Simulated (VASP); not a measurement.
Input of a VASP 6.6.1 run:

File INCAR:

```
  PREC = Accurate
  ENCUT = 520
  EDIFF = 1E-6
  ISMEAR = 0
  SIGMA = 0.01
  LREAL = F
  LASPH = T
  NELM = 100
  ALGO = Normal
  ISIF = 2
  LWAVE = F
  LCHARG = F
  GGA = PE
  NBANDS = 21
```

The input KPOINTS:

```
Automatic mesh
0
Gamma
  6 6 6
```

Contents of POSCAR:

```
MgTeSe3
1.0
    3.7867869205      2.1863024479      3.8062535289
   -3.7867869205      2.1863024479      3.8062535289
    0.0000000000     -4.3726048959      3.8062535288
Mg Te Se
1 1 3
Direct
    0.8580843298      0.8580843298      0.8580843298
    0.5124331560      0.5124331560      0.5124331560
    0.5711664998      0.5711664998      0.0651495147
    0.5711664998      0.0651495147      0.5711664998
    0.0651495147      0.5711664998      0.5711664998
```

Potentials or basis: VASP PAW PBE potentials, release 64 (Mg, Te, Se).

Launch:

```console
$ cat potpaw_PBE.64/Mg/POTCAR potpaw_PBE.64/Te/POTCAR potpaw_PBE.64/Se/POTCAR > POTCAR
$ mpirun -np 1 vasp_std > vasp.out
```

(1) What does it give for the band gap on the k mesh?

(2) Predict the pressure.

(3) Estimate the largest force.

Answers

(1) 0.09 eV, indirect (least direct gap 0.27 eV).

(2) 0.0 GPa.

(3) 0.026 eV/Å.

Caveat: spin-orbit coupling is left out, which moves the levels of the heavy elements.
